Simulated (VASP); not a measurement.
NaCl, 2 atoms in the cell. It takes space group Fm-3m (No. 225, cubic). The conventional cell has a = 5.203 Å, b = 5.203 Å, c = 5.203 Å, α = 90.00°, β = 90.00°, γ = 90.00°. Na (site symmetry m-3m) has 6 Cl at 2.60 Å within 3.4 Å. Within 3.4 Å of Cl (site symmetry m-3m) lie 6 Na at 2.60 Å. 

```yaml
Program: VASP 6.6.1
Task: elastic constants
Functional: LDA
Potentials_or_basis: VASP PAW LDA potentials, release 64 (Na_pv, Cl)
Cutoff: 600 eV
k_mesh: 8 × 8 × 8
Occupations: gaussian, width 0.01 eV
Spin: no spin polarisation
Dipole_correction: no
Ions_in_elastic_constants: relaxed
Further_INCAR_settings: ALGO = Normal; EDIFF = 1e-08; IBRION = 6; POTIM = 0.015; NSW = 1; ISIF = 3
```

Potentials or basis: VASP PAW LDA potentials, release 64 (Na_pv, Cl).

Command:

```sh
$ cat potpaw_LDA.64/Na_pv/POTCAR potpaw_LDA.64/Cl/POTCAR > POTCAR
$ mpirun -np 1 vasp_std > vasp.out
```

Hardware: 1 thread of Intel(R) Xeon(R) Platinum 8259CL CPU @ 2.50GHz (Skylake/Cascade Lake), with other jobs on the host.

Task: Estimate the wall time of this run.

Result: It took 9.2 min on 1 thread of Intel(R) Xeon(R) Platinum 8259CL CPU @ 2.50GHz (Skylake/Cascade Lake) (shared host), peak memory 0.24 GiB. Counts: scf iterations 168, k points 29.
